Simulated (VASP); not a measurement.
Input of a VASP 6.6.1 run:

Contents of INCAR:

```
SYSTEM = BaTe
PREC = Accurate
ENCUT = 500
EDIFF = 1E-6
ISMEAR = 0
SIGMA = 0.01
LREAL = .FALSE.
LASPH = .TRUE.
NELM = 120
ALGO = Normal
ISIF = 2
LWAVE = .FALSE.
LCHARG = .FALSE.
GGA = PE
NBANDS = 15
GGA_COMPAT = .FALSE.
```

KPOINTS

```
Automatic mesh
0
G
  4 4 4
  0 0 0
```

The input POSCAR:

```
BaTe
1.0
    0.0000000000      3.4768797245      3.4768797245
    3.4768797245      0.0000000000      3.4768797245
    3.4768797245      3.4768797245      0.0000000000
Ba Te
1 1
Direct
    0.0000000000      0.0000000000      0.0000000000
    0.5000000000      0.5000000000      0.5000000000
```

Potentials or basis: VASP PAW PBE potentials, release 64 (Ba_sv, Te).

Command:

```console
$ cat potpaw_PBE.64/Ba_sv/POTCAR potpaw_PBE.64/Te/POTCAR > POTCAR
$ mpirun -np 1 vasp_std > vasp.out
```

**Question.** Predict the pressure.

**Answer.** 1.9 GPa.

**Question.** What does it give for the band gap on the k mesh?

**Answer.** 1.47 eV (least direct gap 1.85 eV).

Caveat: spin-orbit coupling is left out, which moves the levels of the heavy elements. A k mesh can miss the band edges.
